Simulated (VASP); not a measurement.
# SnO (P4/nmm) in VASP: relaxation of cell and atoms with PBE

Aim: the relaxation of cell and atoms of SnO with PBE.

All numbers are computed with VASP 6.6.1; they aren't measurements. Logs are shortened: lines on timing, memory, paths and dates and some standing lists are left out, and cuts for length are marked.

**1. The cell of the first run**

The structure is tetragonal, space group P4/nmm (No. 129). The conventional cell has a = 3.799 Å, b = 3.799 Å, c = 4.841 Å, α = 90.00°, β = 90.00°, γ = 90.00°. Within 2.9 Å of Sn (site symmetry 4mm) lie 4 O at 2.22 Å. O (site symmetry -4m2) has 4 Sn at 2.22 Å and 4 O at 2.69 Å within 2.9 Å.

**2. Relaxation of cell and atoms, PBE**

Input file INCAR:

```
PREC = Accurate ; ENCUT = 600
EDIFF = 1E-7 ; ISMEAR = 0
SIGMA = 0.02 ; LREAL = False
LASPH = True ; NELM = 80
ALGO = Normal ; ISIF = 3
LWAVE = False ; LCHARG = False
GGA = PE ; IBRION = 2
NSW = 80 ; EDIFFG = -0.003
```

Input file KPOINTS:

```
regular mesh
0
Gamma
  10 10 8
```

Input file POSCAR:

```
SnO
1.0
    3.7986000000      0.0000000000      0.0000000000
    0.0000000000      3.7986000000      0.0000000000
    0.0000000000      0.0000000000      4.8408000000
Sn O
2 2
Direct
    0.5000000000      0.0000000000      0.2369000000
    0.0000000000      0.5000000000      0.7631000000
    0.0000000000      0.0000000000      0.0000000000
    0.5000000000      0.5000000000      0.0000000000
```

Potentials or basis: VASP PAW PBE potentials, release 64 (Sn_d, O).

Command:

```console
> cat potpaw_PBE.64/Sn_d/POTCAR potpaw_PBE.64/O/POTCAR > POTCAR
> mpirun -np 1 vasp_std > vasp.out
```

OUTCAR:

```text
PREC = Accurate
   ENCUT = 600
   EDIFF = 1E-7
   ISMEAR = 0
   LREAL = False
   LASPH = True
   NELM = 80
   ISIF = 3
   GGA = PE
   IBRION = 2
   NSW = 80
   EDIFFG = -0.003

 ion  position               nearest neighbor table
   1  0.500  0.000  0.237-   3 2.22   4 2.22   4 2.22   3 2.22   2 3.53   2 3.53   2 3.53   2 3.53
                             2 3.70   2 3.70   2 3.70   2 3.70
   2  0.000  0.500  0.763-   3 2.22   4 2.22   3 2.22   4 2.22   1 3.53   1 3.53   1 3.53   1 3.53
                             1 3.70   1 3.70   1 3.70   1 3.70
   3  0.000  0.000  0.000-   1 2.22   2 2.22   2 2.22   1 2.22
   4  0.500  0.500  0.000-   1 2.22   2 2.22   1 2.22   2 2.22

  LATTYP: Found a simple tetragonal cell.
 ALAT       =     3.7986000000
 C/A-ratio  =     1.2743642395

  Lattice vectors:

 A1 = (   3.7986000000,   0.0000000000,   0.0000000000)
 A2 = (   0.0000000000,   3.7986000000,   0.0000000000)
 A3 = (   0.0000000000,   0.0000000000,   4.8408000000)

Analysis of symmetry for initial positions (statically):
=====================================================================
 Subroutine PRICEL returns:
 Original cell was already a primitive cell.

 Routine SETGRP: Setting up the symmetry group for a
 simple tetragonal supercell.

 Subroutine GETGRP returns: Found 16 space group operations
 (whereof  8 operations were pure point group operations)
 out of a pool of 16 trial point group operations.

The static configuration has the point symmetry D_2d.
 The point group associated with its full space group is D_4h.

Analysis of symmetry for dynamics (positions and initial velocities):
=====================================================================
 Subroutine PRICEL returns:
 Original cell was already a primitive cell.

 Routine SETGRP: Setting up the symmetry group for a
 simple tetragonal supercell.

 Subroutine GETGRP returns: Found 16 space group operations
 (whereof  8 operations were pure point group operations)
 out of a pool of 16 trial point group operations.

The dynamic configuration has the point symmetry D_2d.
 The point group associated with its full space group is D_4h.

 Subroutine INISYM returns: Found 16 space group operations
 (whereof  8 operations are pure point group operations),
 and found     1 'primitive' translations

----------------------------------------------------------------------------------------

                                     Primitive cell

  volume of cell :      69.8497

  direct lattice vectors                    reciprocal lattice vectors
     3.798600000  0.000000000  0.000000000     0.263254883  0.000000000  0.000000000
     0.000000000  3.798600000  0.000000000     0.000000000  0.263254883  0.000000000
     0.000000000  0.000000000  4.840800000     0.000000000  0.000000000  0.206577425

  length of vectors
     3.798600000  3.798600000  4.840800000     0.263254883  0.263254883  0.206577425

  position of ions in fractional coordinates (direct lattice)
     0.500000000  0.000000000  0.236900000
     0.000000000  0.500000000  0.763100000
     0.000000000  0.000000000  0.000000000
     0.500000000  0.500000000  0.000000000

  ion indices of the primitive-cell ions
   primitive index   ion index
                 1           1
                 2           2
                 3           3
                 4           4

----------------------------------------------------------------------------------------

 KPOINTS: regular mesh

Automatic generation of k-mesh.
 Grid dimensions read from file:
 generate k-points for:   10   10    8

 Generating k-lattice:

  Cartesian coordinates                     Fractional coordinates (reciprocal lattice)
     0.026325488  0.000000000  0.000000000     0.100000000  0.000000000  0.000000000
     0.000000000  0.026325488  0.000000000     0.000000000  0.100000000  0.000000000
     0.000000000  0.000000000  0.025822178     0.000000000  0.000000000  0.125000000

  Length of vectors
     0.026325488  0.026325488  0.025822178

  Shift w.r.t. Gamma in fractional coordinates (k-lattice)
     0.000000000  0.000000000  0.000000000

 Subroutine IBZKPT returns following result:
 ===========================================

 Found    105 irreducible k-points:

 Following reciprocal coordinates:
            Coordinates               Weight
  0.000000  0.000000  0.000000      1.000000
  0.100000  0.000000  0.000000      4.000000
  0.200000  0.000000  0.000000      4.000000
  0.300000  0.000000  0.000000      4.000000
  0.400000  0.000000  0.000000      4.000000
  0.500000  0.000000  0.000000      2.000000
[... 16 lines left out ...]
  0.100000  0.000000  0.125000      8.000000
  0.200000  0.000000  0.125000      8.000000
 [... further k-points ...]
   k-points           NKPTS =    105   k-points in BZ     NKDIM =    105   number of bands    NBANDS=     24
   number of dos      NEDOS =    301   number of ions     NIONS =      4
   total plane-waves  NPLWV =  36000
   dimension x,y,z NGX =    30 NGY =   30 NGZ =   40
   dimension x,y,z NGXF=    60 NGYF=   60 NGZF=   80
   ions per type =               2   2
   NGX,Y,Z   is equivalent  to a cutoff of  13.13, 13.13, 13.74 a.u.
   NGXF,Y,Z  is equivalent  to a cutoff of  26.26, 26.26, 27.47 a.u.
 SYSTEM =  unknown system
   PREC   = accura    normal or accurate (medium, high low for compatibility)
   ISTART =      0    job   : 0-new  1-cont  2-samecut
   ICHARG =      2    charge: 1-file 2-atom 10-const
   ISPIN  =      1    spin polarized calculation?
   LNONCOLLINEAR =      F non collinear calculations
   LSORBIT =      F    spin-orbit coupling
   LASPH  =      T    aspherical Exc in radial PAW
   ENCUT  =  600.0 eV  44.10 Ry    6.64 a.u.   7.59  7.59  9.67*2*pi/ulx,y,z
   NELM   =     80;   NELMIN=  2; NELMDL= -5     # of ELM steps
   EDIFF  = 0.1E-06   stopping-criterion for ELM
   LREAL  =      F    real-space projection
   EDIFFG = -.3E-02   stopping-criterion for IOM
   NSW    =     80    number of steps for IOM
   IBRION =      2    ionic relax: 0-MD 1-quasi-New 2-CG
   NFREE  =      1    steps in history (QN), initial steepest desc. (CG)
   ISIF   =      3    stress and relaxation
   ISYM   =      2    0-nonsym 1-usesym 2-fastsym
   POTIM  = 0.5000    time-step for ionic-motion
   TEBEG  =    0.0;   TEEND  =   0.0 temperature during run
   PSTRESS=    0.0 pullay stress
   NELECT =      40.0000    total number of electrons
   NUPDOWN=      -1.0000    fix difference up-down
   EMIN   =  10.00;   EMAX   =-10.00  energy-range for DOS
   EFERMI =   0.00;   METHOD = LEGACY
   ISMEAR =     0;   SIGMA  =   0.02  broadening in eV -4-tet -1-fermi 0-gaus
   EFERMI_NEDOS =   21; number of points for ismear=-14 and -15
   IALGO  =     38    algorithm
   IMIX   =      4    mixing-type and parameters
     AMIX     =   0.40;   BMIX     =  1.00
     AMIX_MAG =   1.60;   BMIX_MAG =  1.00
  volume/ion in A,a.u.               =      17.46       117.84
  Fermi-wavevector in a.u.,A,eV,Ry     =   1.359482  2.569048 25.146163  1.848191
  Thomas-Fermi vector in A             =   2.486226
   LORBIT       =      0    0 simple, 1 ext, 2 COOP (PROOUT), +10 PAW based schemes
   GGA     = PE    functional components
   LHFCALC =     F    Hartree Fock is set to
   AEXX    =    0.0000 exact exchange contribution
   IVDW    =     0    specifies the selected vdW correction
   LEPSILON=     F    determine dielectric tensor
   LRPA    =     F    only Hartree local field effects (RPA)
 conjugate gradient relaxation of ions
 non-spin polarized calculation
 Gauss-broadening in eV      SIGMA  =   0.02
  energy-cutoff  :      600.00
  volume of cell :       69.85
 maximum number of plane-waves:      2355
   NGX = 15   NGY = 15   NGZ = 19

--------------------------------------- Ionic step        1  -------------------------------------------

 number of electron      40.0000023 magnetization

 Free energy of the ion-electron system (eV)
  ---------------------------------------------------
  ext. energy  EPLUGINS =         0.00000000
  ---------------------------------------------------
  free energy    TOTEN  =       -22.66415089 eV

  energy without entropy =      -22.66414596  energy(sigma->0) =      -22.66414843

------------------------ aborting loop because EDIFF is reached ----------------------------------------

  FORCE on cell =-STRESS in cart. coord.  units (eV):
  Direction    XX          YY          ZZ          XY          YZ          ZX
  --------------------------------------------------------------------------------------
  -------------------------------------------------------------------------------------
  Total        2.3524563      2.3524563      1.8415634      0.0000000     -0.0000000      0.0000000
  in kB       53.9594943     53.9594943     42.2408824      0.0000000     -0.0000000      0.0000000
  external PRESSURE =      50.0532903 kB  Pullay stress =       0.0000000 kB
[... 95 lines left out ...]
  FREE ENERGIE OF THE ION-ELECTRON SYSTEM (eV)
  ---------------------------------------------------
  free  energy   TOTEN  =       -22.7146474624 eV

  energy  without entropy=      -22.7146474613  energy(sigma->0) =      -22.71464746

 E-fermi :   6.6534     XC(G=0): -10.0413

 val. band max:        6.5430172379   @ k =   0.0000   0.0000   0.0000
 cond. band min:       6.7626777577   @ k =   0.5000   0.5000   0.0000
 fundamental gap:      0.2196605198
 Fermi energy:         6.6534256492

 k-point     1 :       0.0000    0.0000    0.0000
  band No.  band energies     occupation
      1     -15.2494      2.00000
      2     -14.8911      2.00000
      3     -14.8911      2.00000
      4     -14.8900      2.00000
      5     -14.8602      2.00000
      6     -14.8471      2.00000
[... 637 lines left out ...]
     23      11.0336      0.00000
     24      11.7429      0.00000

 [... further k-points ...]

[... ionic steps 4 to 9 ...]

--------------------------------------- Ionic step       10  -------------------------------------------

 number of electron      39.9999988 magnetization

------------------------ aborting loop because EDIFF is reached ----------------------------------------

  FORCE on cell =-STRESS in cart. coord.  units (eV):
  Direction    XX          YY          ZZ          XY          YZ          ZX
  --------------------------------------------------------------------------------------
  -------------------------------------------------------------------------------------
  Total        0.0223405      0.0223405     -0.0047572      0.0000000      0.0000000      0.0000000
  in kB        0.4747967      0.4747967     -0.1011036      0.0000000      0.0000000      0.0000000
  external PRESSURE =       0.2828299 kB  Pullay stress =       0.0000000 kB
[... 61 lines left out ...]
  energy  without entropy=      -22.7242328637  energy(sigma->0) =      -22.72423286

--------------------------------------- Ionic step       12  -------------------------------------------

 number of electron      39.9999988 magnetization

 Free energy of the ion-electron system (eV)
  ---------------------------------------------------
  ext. energy  EPLUGINS =         0.00000000
  ---------------------------------------------------
  free energy    TOTEN  =       -22.72423730 eV

  energy without entropy =      -22.72423730  energy(sigma->0) =      -22.72423730

 E-fermi :   6.2833     XC(G=0):  -9.8565

 val. band max:        6.1964766631   @ k =   0.0000   0.0000   0.0000
 cond. band min:       6.6412414247   @ k =   0.5000   0.5000   0.0000
 fundamental gap:      0.4447647615
 Fermi energy:         6.2832506322

 k-point     1 :       0.0000    0.0000    0.0000
  band No.  band energies     occupation
      1     -15.5531      2.00000
      2     -15.1947      2.00000
      3     -15.1896      2.00000
      4     -15.1896      2.00000
      5     -15.1609      2.00000
      6     -15.1458      2.00000
[... 637 lines left out ...]
     23      10.8487      0.00000
     24      11.1890      0.00000

 [... further k-points ...]
[... 5 lines left out ...]
  --------------------------------------------------------------------------------------
  -------------------------------------------------------------------------------------
  Total        0.0103047      0.0103047     -0.0090013      0.0000000      0.0000000      0.0000000
  in kB        0.2189486      0.2189486     -0.1912561      0.0000000      0.0000000      0.0000000
  external PRESSURE =       0.0822137 kB  Pullay stress =       0.0000000 kB
[... 19 lines left out ...]
  FREE ENERGIE OF THE ION-ELECTRON SYSTEM (eV)
  ---------------------------------------------------
  free  energy   TOTEN  =       -22.7242373039 eV

  energy  without entropy=      -22.7242373039  energy(sigma->0) =      -22.72423730

 reached required accuracy - stopping structural energy minimisation
```

It took 27 min on 1 thread of Intel Xeon Platinum 8488C (Sapphire Rapids), shared host; peak memory 0.32 GiB.

What came out:

```yaml
Free_energy: -22.7242 eV
Relaxed_volume: 18.85 Å³/atom
Relaxed_cell: a = 3.867 Å, b = 3.867 Å, c = 5.042 Å, α = 90.00°, β = 90.00°, γ = 90.00°
Space_group_after_relaxing_to_0.1_Å: P4/nmm (No. 129)
Energy_gained_by_relaxing: 15.0 meV/atom
Ionic_steps: 12
Pressure_after_relaxing: 0.0 GPa
Band_gap_on_the_k_mesh: 0.44 eV (least direct gap 1.93 eV)
```

Forces in eV/Å, atoms in the order of the input:
```
Sn   0.000  0.000 -0.003
Sn   0.000  0.000  0.003
O    0.000  0.000  0.000
O    0.000  0.000  0.000
```

Step by step:
```csv
step,energy change (eV),largest force (eV/Å),pressure (GPa),volume (Å³)
1,0.0000,0.5820,5.01,69.85
2,-0.0052,0.8850,-3.50,75.51
3,-0.0505,0.2115,0.28,72.66
4,-0.0541,0.1267,0.17,73.11
5,-0.0557,0.0267,0.05,73.68
6,-0.0568,0.0126,0.09,73.86
7,-0.0590,0.0301,0.25,74.41
8,-0.0587,0.1157,0.60,75.49
9,-0.0596,0.0743,0.42,74.93
10,-0.0601,0.0024,0.03,75.39
11,-0.0601,0.0040,0.01,75.40
12,-0.0601,0.0026,0.01,75.41
```

Final structure:
```xyz
4
Lattice="3.8672 0.0000 0.0000 0.0000 3.8672 0.0000 0.0000 0.0000 5.0419" Properties=species:S:1:pos:R:3 pbc="T T T"
Sn    1.9336    0.0000    1.1631
Sn    0.0000    1.9336    3.8788
O     0.0000    3.8672    0.0000
O     1.9336    1.9336    0.0000
```

Levels at points of the mesh, in eV from the valence-band top:
```csv
k point,band 17,band 18,band 19,band 20,band 21,band 22,band 23,band 24
"(0.00, 0.00, 0.00)",-3.15,-2.87,-2.87,0.00,1.93,4.13,4.86,4.86
"(0.50, 0.00, 0.00)",-4.46,-4.46,-2.37,-2.37,3.05,3.05,5.72,5.72
"(0.50, 0.50, 0.00)",-2.23,-2.23,-1.76,-1.76,0.44,0.44,4.54,4.54
"(0.00, 0.00, 0.50)",-3.21,-2.89,-2.89,-1.96,1.74,3.25,3.25,3.74
"(0.50, 0.00, 0.50)",-4.43,-4.43,-1.55,-1.55,2.48,2.48,5.52,5.52
"(0.50, 0.50, 0.50)",-2.39,-2.39,-2.23,-2.23,2.57,2.57,3.78,3.78
```

Caveat: semilocal functionals underestimate gaps, and a narrow one can read as zero; spin-orbit coupling is left out, which moves the levels of the heavy elements. PBE usually gives volumes a little too large and moduli too small.
